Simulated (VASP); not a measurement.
# HC2 in VASP: single point with LDA

Aim: the single point of HC2 with LDA.

Program: VASP 6.6.1. These are calculated values, not measurements. Logs are shortened: lines on timing, memory, paths and dates and some standing lists are left out, and cuts for length are marked.

**1. The cell of the first run**

The cell holds a slab with vacuum, 30 atoms: a = 5.049 Å, b = 5.049 Å, c = 17.165 Å, α = 90.00°, β = 90.00°, γ = 90.00°.

**2. Single point, LDA**

INCAR

```
SYSTEM = HC2
PREC     = Accurate       ! precision mode
ENCUT    = 520            ! plane-wave cutoff, eV
EDIFF    = 1E-6           ! SCF threshold, eV
ISMEAR   = 0              ! smearing method
SIGMA    = 0.05           ! smearing width, eV
LREAL    = Auto         
LASPH    = .TRUE.         ! aspherical terms in the spheres
NELM     = 60             ! most SCF steps
ALGO     = Normal         ! electronic algorithm
ISIF     = 2              ! what is computed and relaxed
LWAVE    = .FALSE.        ! write WAVECAR
LCHARG   = .FALSE.        ! write CHGCAR
NBANDS   = 66             ! bands
```

KPOINTS

```
Automatic mesh
0
G
  2 2 1
  0 0 0
```

POSCAR

```
HC2
1.0
    5.0487420000      0.0000000000      0.0000000000
    0.0000000000      5.0487420000      0.0000000000
    0.0000000000      0.0000000000     17.1647000000
H C
10 20
Direct
    0.4277868800      0.0000000000      0.0582591000
    0.0722131600      0.0000000000      0.0582591000
    0.9277869200      0.0000000000      0.0582591000
    0.5722132000      0.0000000000      0.0582591000
    0.4277868800      0.5000000400      0.0582591000
    0.0722131600      0.5000000400      0.0582591000
    0.9277869200      0.5000000400      0.0582591000
    0.5722132000      0.5000000400      0.0582591000
    0.2500763914      0.4861881192      0.3577962599
    0.7500409247      1.0138571415      0.3578170619
    0.2500000200      0.0000000000      0.0952361500
    0.7500000600      0.0000000000      0.0952361500
    0.2500000200      0.5000000400      0.0952361500
    0.7500000600      0.5000000400      0.0952361500
    0.2500000200      0.2500000200      0.1472324000
    0.7500000600      0.2500000200      0.1472324000
    0.2500000200      0.7500000600      0.1472324000
    0.7500000600      0.7500000600      0.1472324000
    0.0000116238      0.2500017702      0.1944283427
    0.4999856135      0.2499959114      0.1944273893
   -0.0000095906      0.7499982770      0.2026479603
    0.5000092143      0.7500087200      0.2026479190
    0.0028338212      0.0142884400      0.2512959919
    0.4971771435      0.0142984899      0.2512962985
   -0.0028294311      0.4857128455      0.2512926736
    0.5028267844      0.4857140331      0.2512934888
    0.2500028573      0.0953848746      0.2913557506
    0.7500007129      0.0942826338      0.2981618202
    0.2500253607      0.4057589209      0.2981385730
    0.7500319135      0.4046415131      0.2913543605
```

Potentials or basis: VASP PAW LDA potentials, release 64 (H, C).

On the command line:

```
$ cat potpaw_LDA.64/H/POTCAR potpaw_LDA.64/C/POTCAR > POTCAR
$ mpirun -np 1 vasp_std > vasp.out
```

OUTCAR:

```text
SYSTEM = HC2
   PREC = Accurate
   ENCUT = 520
   EDIFF = 1E-6
   ISMEAR = 0
   LREAL = Auto
   LASPH = .TRUE.
   NELM = 60
   ISIF = 2

 ion  position               nearest neighbor table
   1  0.428  0.000  0.058-   4 0.73  11 1.10
   2  0.072  0.000  0.058-   3 0.73  11 1.10
   3  0.928  0.000  0.058-   2 0.73  12 1.10
   4  0.572  0.000  0.058-   1 0.73  12 1.10
   5  0.428  0.500  0.058-   8 0.73  13 1.10
   6  0.072  0.500  0.058-   7 0.73  13 1.10
   7  0.928  0.500  0.058-   6 0.73  14 1.10
   8  0.572  0.500  0.058-   5 0.73  14 1.10
   9  0.250  0.486  0.358-  29 1.10
  10  0.750  0.014  0.358-  28 1.10
  11  0.250  0.000  0.095-   1 1.10   2 1.10  17 1.55  15 1.55
  12  0.750  0.000  0.095-   4 1.10   3 1.10  18 1.55  16 1.55
  13  0.250  0.500  0.095-   5 1.10   6 1.10  17 1.55  15 1.55
  14  0.750  0.500  0.095-   8 1.10   7 1.10  18 1.55  16 1.55
  15  0.250  0.250  0.147-  20 1.50  19 1.50  11 1.55  13 1.55
  16  0.750  0.250  0.147-  19 1.50  20 1.50  12 1.55  14 1.55
[... 8 lines left out ...]
  25  0.997  0.486  0.251-  30 1.48  19 1.54  29 1.56  21 1.57
  26  0.503  0.486  0.251-  30 1.48  20 1.54  29 1.56  22 1.57
  27  0.250  0.095  0.291-  23 1.48  24 1.48  29 1.57
  28  0.750  0.094  0.298-  10 1.10  24 1.56  23 1.56  30 1.57
  29  0.250  0.406  0.298-   9 1.10  26 1.56  25 1.56  27 1.57
  30  0.750  0.405  0.291-  25 1.48  26 1.48  28 1.57

  LATTYP: Found a simple tetragonal cell.
 ALAT       =     5.0487420000
 C/A-ratio  =     3.3997974149

  Lattice vectors:

 A1 = (   5.0487420000,   0.0000000000,   0.0000000000)
 A2 = (   0.0000000000,   5.0487420000,   0.0000000000)
 A3 = (   0.0000000000,   0.0000000000,  17.1647000000)

Analysis of symmetry for initial positions (statically):
=====================================================================
 Subroutine PRICEL returns:
 Original cell was already a primitive cell.

 Routine SETGRP: Setting up the symmetry group for a
 simple tetragonal supercell.

 Subroutine GETGRP returns: Found  1 space group operations
 (whereof  1 operations were pure point group operations)
 out of a pool of 16 trial point group operations.

The static configuration has the point symmetry C_1 .

Analysis of symmetry for dynamics (positions and initial velocities):
=====================================================================
 Subroutine PRICEL returns:
 Original cell was already a primitive cell.

 Routine SETGRP: Setting up the symmetry group for a
 simple tetragonal supercell.

 Subroutine GETGRP returns: Found  1 space group operations
 (whereof  1 operations were pure point group operations)
 out of a pool of 16 trial point group operations.

The dynamic configuration has the point symmetry C_1 .

 Subroutine INISYM returns: Found  1 space group operations
 (whereof  1 operations are pure point group operations),
 and found     1 'primitive' translations

----------------------------------------------------------------------------------------

                                     Primitive cell

  volume of cell :     437.5247

  direct lattice vectors                    reciprocal lattice vectors
     5.048742000  0.000000000  0.000000000     0.198069143  0.000000000  0.000000000
     0.000000000  5.048742000  0.000000000     0.000000000  0.198069143  0.000000000
     0.000000000  0.000000000 17.164700000     0.000000000  0.000000000  0.058259102

  length of vectors
     5.048742000  5.048742000 17.164700000     0.198069143  0.198069143  0.058259102

  position of ions in fractional coordinates (direct lattice)
     0.427786880  0.000000000  0.058259100
     0.072213160  0.000000000  0.058259100
     0.927786920  0.000000000  0.058259100
     0.572213200  0.000000000  0.058259100
     0.427786880  0.500000040  0.058259100
     0.072213160  0.500000040  0.058259100
[... 22 lines left out ...]
     0.250025361  0.405758921  0.298138573
     0.750031914  0.404641513  0.291354361

  ion indices of the primitive-cell ions
   primitive index   ion index
                 1           1
                 2           2
                 3           3
                 4           4
                 5           5
                 6           6
[... 22 lines left out ...]
                29          29
                30          30

----------------------------------------------------------------------------------------

 KPOINTS: Automatic mesh

Automatic generation of k-mesh.
 Grid dimensions read from file:
 generate k-points for:    2    2    1

 Generating k-lattice:

  Cartesian coordinates                     Fractional coordinates (reciprocal lattice)
     0.099034571  0.000000000  0.000000000     0.500000000  0.000000000  0.000000000
     0.000000000  0.099034571  0.000000000     0.000000000  0.500000000  0.000000000
     0.000000000  0.000000000  0.058259102     0.000000000  0.000000000  1.000000000

  Length of vectors
     0.099034571  0.099034571  0.058259102

  Shift w.r.t. Gamma in fractional coordinates (k-lattice)
     0.000000000  0.000000000  0.000000000

 Subroutine IBZKPT returns following result:
 ===========================================

 Found      4 irreducible k-points:

 Following reciprocal coordinates:
            Coordinates               Weight
  0.000000  0.000000  0.000000      1.000000
  0.500000  0.000000  0.000000      1.000000
  0.000000  0.500000  0.000000      1.000000
  0.500000  0.500000  0.000000      1.000000
   k-points           NKPTS =      4   k-points in BZ     NKDIM =      4   number of bands    NBANDS=     66
   number of dos      NEDOS =    301   number of ions     NIONS =     30
   total plane-waves  NPLWV = 204800
   dimension x,y,z NGX =    40 NGY =   40 NGZ =  128
   dimension x,y,z NGXF=    80 NGYF=   80 NGZF=  256
   ions per type =              10  20
   NGX,Y,Z   is equivalent  to a cutoff of  13.17, 13.17, 12.40 a.u.
   NGXF,Y,Z  is equivalent  to a cutoff of  26.34, 26.34, 24.79 a.u.
 SYSTEM =  HC2
   PREC   = accura    normal or accurate (medium, high low for compatibility)
   ISTART =      0    job   : 0-new  1-cont  2-samecut
   ICHARG =      2    charge: 1-file 2-atom 10-const
   ISPIN  =      1    spin polarized calculation?
   LNONCOLLINEAR =      F non collinear calculations
   LSORBIT =      F    spin-orbit coupling
   LASPH  =      T    aspherical Exc in radial PAW
   ENCUT  =  520.0 eV  38.22 Ry    6.18 a.u.   9.39  9.39 31.91*2*pi/ulx,y,z
   NELM   =     60;   NELMIN=  2; NELMDL= -5     # of ELM steps
   EDIFF  = 0.1E-05   stopping-criterion for ELM
   LREAL  =      T    real-space projection
   EDIFFG = 0.1E-04   stopping-criterion for IOM
   NSW    =      0    number of steps for IOM
[... 5 lines left out ...]
   TEBEG  =    0.0;   TEEND  =   0.0 temperature during run
   PSTRESS=    0.0 pullay stress
   NELECT =      90.0000    total number of electrons
   NUPDOWN=      -1.0000    fix difference up-down
   EMIN   =  10.00;   EMAX   =-10.00  energy-range for DOS
   EFERMI =   0.00;   METHOD = LEGACY
   ISMEAR =     0;   SIGMA  =   0.05  broadening in eV -4-tet -1-fermi 0-gaus
   EFERMI_NEDOS =   21; number of points for ismear=-14 and -15
   IALGO  =     38    algorithm
   IMIX   =      4    mixing-type and parameters
     AMIX     =   0.40;   BMIX     =  1.00
     AMIX_MAG =   1.60;   BMIX_MAG =  1.00
  volume/ion in A,a.u.               =      14.58        98.42
  Fermi-wavevector in a.u.,A,eV,Ry     =   0.966395  1.826222 12.706751  0.933920
  Thomas-Fermi vector in A             =   2.096193
   LORBIT       =      0    0 simple, 1 ext, 2 COOP (PROOUT), +10 PAW based schemes
   GGA     = CA    functional components
   LHFCALC =     F    Hartree Fock is set to
   AEXX    =    0.0000 exact exchange contribution
   IVDW    =     0    specifies the selected vdW correction
   LEPSILON=     F    determine dielectric tensor
   LRPA    =     F    only Hartree local field effects (RPA)
 non-spin polarized calculation
 Gauss-broadening in eV      SIGMA  =   0.05
  energy-cutoff  :      520.00
  volume of cell :      437.52
 maximum number of plane-waves:     11843
 NGX is ok and might be reduce to    40
   NGX = 19   NGY = 19   NGZ = 63

 number of electron      90.0000006 magnetization

 Free energy of the ion-electron system (eV)
  ---------------------------------------------------
  ext. energy  EPLUGINS =         0.00000000
  ---------------------------------------------------
  free energy    TOTEN  =      -218.74065789 eV

  energy without entropy =     -218.73286390  energy(sigma->0) =     -218.73676089

 E-fermi :   0.4484     XC(G=0):  -5.1449

 val. band max:        0.4068587733   @ k =   0.0000   0.0000   0.0000
 cond. band min:       0.5035519885   @ k =   0.5000   0.0000   0.0000
 fundamental gap:      0.0966932153
 Fermi energy:         0.4484156944

 k-point     1 :       0.0000    0.0000    0.0000
  band No.  band energies     occupation
      1     -20.9353      2.00000
      2     -18.5859      2.00000
      3     -16.7199      2.00000
      4     -16.3661      2.00000
      5     -16.2365      2.00000
      6     -16.1710      2.00000
[... 49 lines left out ...]
     56       5.7879      0.00000
     57       6.1144      0.00000

 k-point     2 :       0.5000    0.0000    0.0000
  band No.  band energies     occupation
      1     -19.7972      2.00000
      2     -19.7967      2.00000
      3     -17.4564      2.00000
      4     -17.4561      2.00000
      5     -15.1915      2.00000
      6     -15.1914      2.00000
[... 49 lines left out ...]
     56       5.8626      0.00000
     57       6.0800      0.00000

 k-point     3 :       0.0000    0.5000    0.0000
  band No.  band energies     occupation
      1     -20.3859      2.00000
      2     -19.0331      2.00000
      3     -17.8431      2.00000
      4     -16.4966      2.00000
      5     -16.2403      2.00000
      6     -15.7071      2.00000
[... 49 lines left out ...]
     56       6.0664      0.00000
     57       6.2457      0.00000

 k-point     4 :       0.5000    0.5000    0.0000
  band No.  band energies     occupation
      1     -19.2593      2.00000
      2     -19.2585      2.00000
      3     -17.8995      2.00000
      4     -17.8994      2.00000
      5     -16.7274      2.00000
      6     -16.7271      2.00000
[... 49 lines left out ...]
     56       6.1759      0.00000
     57       6.6038      0.00000
 [bands above 57 left out]

------------------------ aborting loop because EDIFF is reached ----------------------------------------

  FORCE on cell =-STRESS in cart. coord.  units (eV):
  Direction    XX          YY          ZZ          XY          YZ          ZX
  --------------------------------------------------------------------------------------
  -------------------------------------------------------------------------------------
  Total       64.4431991    -14.7964229     -5.1375120     -0.0014127     -0.0034335     -0.0101990
  in kB      235.9853815    -54.1832116    -18.8131214     -0.0051731     -0.0125732     -0.0373479
  external PRESSURE =      54.3296828 kB  Pullay stress =       0.0000000 kB

 VOLUME and BASIS-vectors are now :
 -----------------------------------------------------------------------------
  energy-cutoff  :      520.00
  volume of cell :      437.52
      direct lattice vectors                 reciprocal lattice vectors
     5.048742000  0.000000000  0.000000000     0.198069143  0.000000000  0.000000000
     0.000000000  5.048742000  0.000000000     0.000000000  0.198069143  0.000000000
     0.000000000  0.000000000 17.164700000     0.000000000  0.000000000  0.058259102

 POSITION                                       TOTAL-FORCE (eV/Angst)
 -----------------------------------------------------------------------------------
      2.15979      0.00000      1.00000        -9.034743     -0.044303      0.044094
      0.36459      0.00000      1.00000         9.034744     -0.044280      0.044046
      4.68416      0.00000      1.00000        -9.023250     -0.031051      0.080093
      2.88896      0.00000      1.00000         9.023172     -0.031022      0.080150
      2.15979      2.52437      1.00000        -9.023141      0.031040      0.080148
      0.36459      2.52437      1.00000         9.023140      0.031051      0.080206
[... 22 lines left out ...]
      1.26231      2.04857      5.11746        -0.002192      0.009785      0.039014
      3.78672      2.04293      5.00101        -0.007026      0.001449      0.060875
 -----------------------------------------------------------------------------------
    total drift:                                0.000511     -0.000590     -0.018159

  FREE ENERGIE OF THE ION-ELECTRON SYSTEM (eV)
  ---------------------------------------------------
  free  energy   TOTEN  =      -218.7406578916 eV

  energy  without entropy=     -218.7328638983  energy(sigma->0) =     -218.73676089
```

Run time: 2.5 min. Hardware: 1 thread of AMD EPYC 9R45 (Zen 5), shared host; peak memory 0.35 GiB.

What came out:

- Free energy: -218.7407 eV
- Largest force: 9.035 eV/Å
- Band gap on the k mesh: zero (band 45 reaches 0.56 eV, above the bottom of band 46 at 0.25 eV)

Forces on the atoms (eV/Å):
```
H   -9.035 -0.044  0.044
H    9.035 -0.044  0.044
H   -9.023 -0.031  0.080
H    9.023 -0.031  0.080
H   -9.023  0.031  0.080
H    9.023  0.031  0.080
H   -9.035  0.044  0.044
H    9.035  0.044  0.044
H   -0.001  0.022  0.051
H   -0.001 -0.022  0.052
C    0.000 -0.174  1.302
C    0.000 -0.207  1.355
C    0.000  0.208  1.356
C    0.000  0.173  1.302
C    0.000 -0.056 -3.368
C    0.000  0.056 -3.367
C    0.000 -0.071  0.294
C    0.000  0.072  0.294
C   -0.004 -0.001  0.002
C    0.006  0.001  0.005
C    0.002  0.001  0.013
C   -0.001 -0.001  0.013
C   -0.025 -0.042  0.005
C    0.023 -0.044  0.005
C    0.027  0.045  0.003
C   -0.019  0.044  0.001
C    0.001 -0.003  0.058
C    0.002 -0.012  0.028
C   -0.002  0.010  0.039
C   -0.007  0.001  0.061
```

Caveat: the k points lie up to 0.62 Å⁻¹ apart.
